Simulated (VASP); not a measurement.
# Mg (P6_3/mmc) in VASP: single point with PBE+D3(BJ)

Aim: the single point of Mg with PBE+D3(BJ).

Everything below comes from runs of VASP 6.6.1. Logs are shortened: lines on timing, memory, paths and dates and some standing lists are left out, and cuts for length are marked.

### 1 The cell of the first run

It takes space group P6_3/mmc (No. 194, hexagonal). The conventional cell has a = 3.333 Å, b = 3.333 Å, c = 5.059 Å, α = 90.00°, β = 90.00°, γ = 120.00°. Within 4.2 Å of Mg (site symmetry -6m2) lie 12 Mg at 3.18 to 3.33 Å.

### 2 Single point, PBE+D3(BJ)

The input, INCAR:

```
PREC = Accurate ; ENCUT = 520
EDIFF = 1E-7 ; ISMEAR = 0
SIGMA = 0.1 ; LREAL = False
LASPH = True ; NELM = 80
ALGO = Fast ; ISIF = 2
LWAVE = False ; LCHARG = False
GGA = PE ; IVDW = 12
ISYM = 0 ; NBANDS = 18
```

The input, KPOINTS:

```
Automatic mesh
0
Gamma
  6 6 7
  0.5 0.5 0.5
```

The input, POSCAR:

```
Mg
1.0
    6.6654395561      0.0000000000      0.0000000000
   -3.3327197780      5.7724399830      0.0000000000
    0.0000000000      0.0000000000      5.0588849334
Mg
8
Direct
    0.3333333333      0.6666666667      0.2500000000
    0.3333333333      0.1666666667      0.2500000000
    0.8333333333      0.6666666667      0.2500000000
    0.8333333333      0.1666666667      0.2500000000
    0.1666666667      0.3333333333      0.7500000000
    0.1666666667      0.8333333333      0.7500000000
    0.6666666667      0.3333333333      0.7500000000
    0.6666666667      0.8333333333      0.7500000000
```

Potentials or basis: VASP PAW PBE potentials, release 64 (Mg).

Started as:

```bash
$ cat potpaw_PBE.64/Mg/POTCAR > POTCAR
$ mpirun -np 1 vasp_std > vasp.out
```

OUTCAR:

```text
PREC = Accurate
   ENCUT = 520
   EDIFF = 1E-7
   ISMEAR = 0
   LREAL = False
   LASPH = True
   NELM = 80
   ISIF = 2
   GGA = PE
   IVDW = 12
   ISYM = 0
 IVDW          = 12

 ion  position               nearest neighbor table
   1  0.333  0.667  0.250-   6 3.18   6 3.18   5 3.18   5 3.18   8 3.18   8 3.18   2 3.33   2 3.33
                             3 3.33   3 3.33   4 3.33   4 3.33
   2  0.333  0.167  0.250-   5 3.18   5 3.18   6 3.18   6 3.18   7 3.18   7 3.18   1 3.33   1 3.33
                             4 3.33   4 3.33   3 3.33   3 3.33
   3  0.833  0.667  0.250-   8 3.18   8 3.18   7 3.18   7 3.18   6 3.18   6 3.18   4 3.33   4 3.33
                             1 3.33   1 3.33   2 3.33   2 3.33
   4  0.833  0.167  0.250-   7 3.18   7 3.18   8 3.18   8 3.18   5 3.18   5 3.18   3 3.33   3 3.33
                             2 3.33   2 3.33   1 3.33   1 3.33
   5  0.167  0.333  0.750-   2 3.18   2 3.18   1 3.18   1 3.18   4 3.18   4 3.18   6 3.33   6 3.33
                             7 3.33   7 3.33   8 3.33   8 3.33
   6  0.167  0.833  0.750-   1 3.18   1 3.18   2 3.18   2 3.18   3 3.18   3 3.18   5 3.33   5 3.33
                             8 3.33   8 3.33   7 3.33   7 3.33
   7  0.667  0.333  0.750-   4 3.18   4 3.18   3 3.18   3 3.18   2 3.18   2 3.18   8 3.33   8 3.33
                             5 3.33   5 3.33   6 3.33   6 3.33
   8  0.667  0.833  0.750-   3 3.18   3 3.18   4 3.18   4 3.18   1 3.18   1 3.18   7 3.33   7 3.33
                             6 3.33   6 3.33   5 3.33   5 3.33

IMPORTANT INFORMATION: All symmetrisations will be switched off!
NOSYMM: (Re-)initialisation of all symmetry stuff for point group C_1.

----------------------------------------------------------------------------------------

                                     Primitive cell

  volume of cell :     194.6449

  direct lattice vectors                    reciprocal lattice vectors
     6.665439556  0.000000000  0.000000000     0.150027615  0.086618484  0.000000000
    -3.332719778  5.772439983  0.000000000     0.000000000  0.173236968  0.000000000
     0.000000000  0.000000000  5.058884933     0.000000000  0.000000000  0.197672019

  length of vectors
     6.665439556  6.665439556  5.058884933     0.173236968  0.173236968  0.197672019

  position of ions in fractional coordinates (direct lattice)
     0.333333333  0.666666667  0.250000000
     0.333333333  0.166666667  0.250000000
     0.833333333  0.666666667  0.250000000
     0.833333333  0.166666667  0.250000000
     0.166666667  0.333333333  0.750000000
     0.166666667  0.833333333  0.750000000
     0.666666667  0.333333333  0.750000000
     0.666666667  0.833333333  0.750000000

  ion indices of the primitive-cell ions
   primitive index   ion index
                 1           1
                 2           2
                 3           3
                 4           4
                 5           5
                 6           6
                 7           7
                 8           8

----------------------------------------------------------------------------------------

 KPOINTS: Automatic mesh

Automatic generation of k-mesh.
 Grid dimensions read from file:
 generate k-points for:    6    6    7

 Generating k-lattice:

  Cartesian coordinates                     Fractional coordinates (reciprocal lattice)
     0.025004603  0.014436414  0.000000000     0.166666667  0.000000000  0.000000000
     0.000000000  0.028872828  0.000000000     0.000000000  0.166666667  0.000000000
     0.000000000  0.000000000  0.028238860     0.000000000  0.000000000  0.142857143

  Length of vectors
     0.028872828  0.028872828  0.028238860

  Shift w.r.t. Gamma in fractional coordinates (k-lattice)
     0.500000000  0.500000000  0.500000000

 Subroutine IBZKPT returns following result:
 ===========================================

 Found    378 irreducible k-points:

 Following reciprocal coordinates:
            Coordinates               Weight
  0.083333  0.083333  0.071429      2.000000
 -0.083333  0.166667  0.071429      2.000000
 -0.166667  0.083333  0.071429      2.000000
 -0.083333 -0.083333  0.071429      2.000000
  0.083333 -0.166667  0.071429      2.000000
  0.166667 -0.083333  0.071429      2.000000
[... 16 lines left out ...]
  0.083333  0.500000  0.071429      2.000000
  0.500000 -0.416667  0.071429      2.000000
 [... further k-points ...]
   k-points           NKPTS =    378   k-points in BZ     NKDIM =    378   number of bands    NBANDS=     18
   number of dos      NEDOS =    301   number of ions     NIONS =      8
   total plane-waves  NPLWV = 100000
   dimension x,y,z NGX =    50 NGY =   50 NGZ =   40
   dimension x,y,z NGXF=   100 NGYF=  100 NGZF=   80
   ions per type =               8
   NGX,Y,Z   is equivalent  to a cutoff of  12.47, 12.47, 13.14 a.u.
   NGXF,Y,Z  is equivalent  to a cutoff of  24.94, 24.94, 26.29 a.u.
 SYSTEM =  unknown system
   PREC   = accura    normal or accurate (medium, high low for compatibility)
   ISTART =      0    job   : 0-new  1-cont  2-samecut
   ICHARG =      2    charge: 1-file 2-atom 10-const
   ISPIN  =      1    spin polarized calculation?
   LNONCOLLINEAR =      F non collinear calculations
   LSORBIT =      F    spin-orbit coupling
   LASPH  =      T    aspherical Exc in radial PAW
   ENCUT  =  520.0 eV  38.22 Ry    6.18 a.u.  12.39 12.39  9.41*2*pi/ulx,y,z
   NELM   =     80;   NELMIN=  2; NELMDL= -5     # of ELM steps
   EDIFF  = 0.1E-06   stopping-criterion for ELM
   LREAL  =      F    real-space projection
   EDIFFG = 0.1E-05   stopping-criterion for IOM
   NSW    =      0    number of steps for IOM
   IBRION =     -1    ionic relax: 0-MD 1-quasi-New 2-CG
   NFREE  =      0    steps in history (QN), initial steepest desc. (CG)
   ISIF   =      2    stress and relaxation
   ISYM   =      0    0-nonsym 1-usesym 2-fastsym
   POTIM  = 0.5000    time-step for ionic-motion
   TEBEG  =    0.0;   TEEND  =   0.0 temperature during run
   PSTRESS=    0.0 pullay stress
   NELECT =      16.0000    total number of electrons
   NUPDOWN=      -1.0000    fix difference up-down
   EMIN   =  10.00;   EMAX   =-10.00  energy-range for DOS
   EFERMI =   0.00;   METHOD = LEGACY
   ISMEAR =     0;   SIGMA  =   0.10  broadening in eV -4-tet -1-fermi 0-gaus
   EFERMI_NEDOS =   21; number of points for ismear=-14 and -15
   IALGO  =     68    algorithm
   IMIX   =      4    mixing-type and parameters
     AMIX     =   0.40;   BMIX     =  1.00
     AMIX_MAG =   1.60;   BMIX_MAG =  1.00
  volume/ion in A,a.u.               =      24.33       164.19
  Fermi-wavevector in a.u.,A,eV,Ry     =   0.711815  1.345135  6.893808  0.506681
  Thomas-Fermi vector in A             =   1.799026
   LORBIT       =      0    0 simple, 1 ext, 2 COOP (PROOUT), +10 PAW based schemes
   GGA     = PE    functional components
   LHFCALC =     F    Hartree Fock is set to
   AEXX    =    0.0000 exact exchange contribution
   IVDW    =    12    specifies the selected vdW correction
   LEPSILON=     F    determine dielectric tensor
   LRPA    =     F    only Hartree local field effects (RPA)
 non-spin polarized calculation
 RMM-DIIS sequential band-by-band and
 Gauss-broadening in eV      SIGMA  =   0.10
  energy-cutoff  :      520.00
  volume of cell :      194.64
 maximum number of plane-waves:      5286
 NGX is ok and might be reduce to    50
   NGX = 25   NGY = 25   NGZ = 19

 number of electron      16.0000000 magnetization

 Free energy of the ion-electron system (eV)
  ---------------------------------------------------
  ext. energy  EPLUGINS =         0.00000000
  ---------------------------------------------------
  free energy    TOTEN  =       -11.89669112 eV

  energy without entropy =      -11.87745282  energy(sigma->0) =      -11.88707197

 E-fermi :   2.3778     XC(G=0):  -8.3113

 val. band max:        2.3474244328   @ k =   0.4167   0.3333  -0.0714
 cond. band min:       2.3795453540   @ k =  -0.1667   0.0833   0.0714
 fundamental gap:      0.0321209212
 Fermi energy:         2.3778424466

 k-point     1 :       0.0833    0.0833    0.0714
  band No.  band energies     occupation
      1      -4.2245      2.00000
      2      -0.8900      2.00000
      3      -0.8900      2.00000
      4       0.1382      2.00000
      5       0.2560      2.00000
      6       0.6651      2.00000
[... 10 lines left out ...]
     17       5.9986      0.00000
     18       6.1146      0.00000

 k-point     2 :      -0.0833    0.1667    0.0714
  band No.  band energies     occupation
      1      -4.2245      2.00000
      2      -0.8900      2.00000
      3      -0.8900      2.00000
      4       0.1382      2.00000
      5       0.2560      2.00000
      6       0.6651      2.00000
[... 10 lines left out ...]
     17       5.9986      0.00000
     18       6.1146      0.00000

 k-point     3 :      -0.1667    0.0833    0.0714
  band No.  band energies     occupation
      1      -4.2245      2.00000
      2      -0.8900      2.00000
      3      -0.8900      2.00000
      4       0.1382      2.00000
      5       0.2560      2.00000
      6       0.6651      2.00000
[... 10 lines left out ...]
     17       5.9986      0.00000
     18       6.1146      0.00000

 k-point     4 :      -0.0833   -0.0833    0.0714
  band No.  band energies     occupation
      1      -4.2245      2.00000
      2      -0.8900      2.00000
      3      -0.8900      2.00000
      4       0.1382      2.00000
      5       0.2560      2.00000
      6       0.6651      2.00000
[... 375 lines left out ...]
      4      -0.4047      2.00000
      5       1.4866      2.00000
      6       1.8336      2.00000
[... 10 lines left out ...]
     17       6.1437      0.00000
     18       6.1681      0.00000

 k-point    23 :       0.0833    0.5000    0.0714
  band No.  band energies     occupation
      1      -3.3492      2.00000
      2      -2.9763      2.00000
      3      -1.4983      2.00000
      4      -0.4047      2.00000
      5       1.4866      2.00000
      6       1.8336      2.00000
[... 10 lines left out ...]
     17       6.1437      0.00000
     18       6.1681      0.00000

 k-point    24 :       0.5000   -0.4167    0.0714
  band No.  band energies     occupation
      1      -3.3492      2.00000
      2      -2.9763      2.00000
      3      -1.4983      2.00000
      4      -0.4047      2.00000
      5       1.4866      2.00000
      6       1.8336      2.00000
[... 10 lines left out ...]
     17       6.1437      0.00000
     18       6.1681      0.00000

 [... further k-points ...]

------------------------ aborting loop because EDIFF is reached ----------------------------------------

 Edisp (eV)   -2.14117

 E8    (eV) :    -0.9404

  FORCE on cell =-STRESS in cart. coord.  units (eV):
  Direction    XX          YY          ZZ          XY          YZ          ZX
  --------------------------------------------------------------------------------------
  -------------------------------------------------------------------------------------
  Total      -5.18350    -5.18350    -2.66593    -0.00000     0.00000    -0.00000
  in kB     -42.66683   -42.66685   -21.94405    -0.00001     0.00000    -0.00000
  external pressure =      -35.76 kB  Pullay stress =        0.00 kB

 VOLUME and BASIS-vectors are now :
 -----------------------------------------------------------------------------
  energy-cutoff  :      520.00
  volume of cell :      194.64
      direct lattice vectors                 reciprocal lattice vectors
     6.665439556  0.000000000  0.000000000     0.150027615  0.086618484  0.000000000
    -3.332719778  5.772439983  0.000000000     0.000000000  0.173236968  0.000000000
     0.000000000  0.000000000  5.058884933     0.000000000  0.000000000  0.197672019

 POSITION                                       TOTAL-FORCE (eV/Angst)
 -----------------------------------------------------------------------------------
     -0.00000      3.84829      1.26472        -0.000000      0.000000      0.000000
      1.66636      0.96207      1.26472        -0.000000      0.000000     -0.000000
      3.33272      3.84829      1.26472        -0.000000      0.000000     -0.000000
      4.99908      0.96207      1.26472         0.000000      0.000000     -0.000000
      0.00000      1.92415      3.79416         0.000000     -0.000000      0.000000
     -1.66636      4.81037      3.79416         0.000000     -0.000000      0.000000
      3.33272      1.92415      3.79416         0.000000     -0.000000     -0.000000
      1.66636      4.81037      3.79416         0.000000     -0.000000      0.000000
 -----------------------------------------------------------------------------------
    total drift:                               -0.000000     -0.000000     -0.000000

  FREE ENERGIE OF THE ION-ELECTRON SYSTEM (eV)
  ---------------------------------------------------
  free  energy   TOTEN  =       -14.0378611338 eV

  energy  without entropy=      -14.0186228315  energy(sigma->0) =      -14.02824198
```

Wall time 17 min (1 thread of Intel Xeon Platinum 8259CL at 2.50GHz (Skylake/Cascade Lake), shared host); peak memory 1.1 GiB.

What came out:

```
Free energy                : -14.0379 eV
Pressure                   : -3.6 GPa
Band gap on the k mesh     : zero (bands 8 and 9 overlap by 1.17 eV)
Dispersion energy per atom : -0.268 eV
```

Caveat: the cell stands under tension.
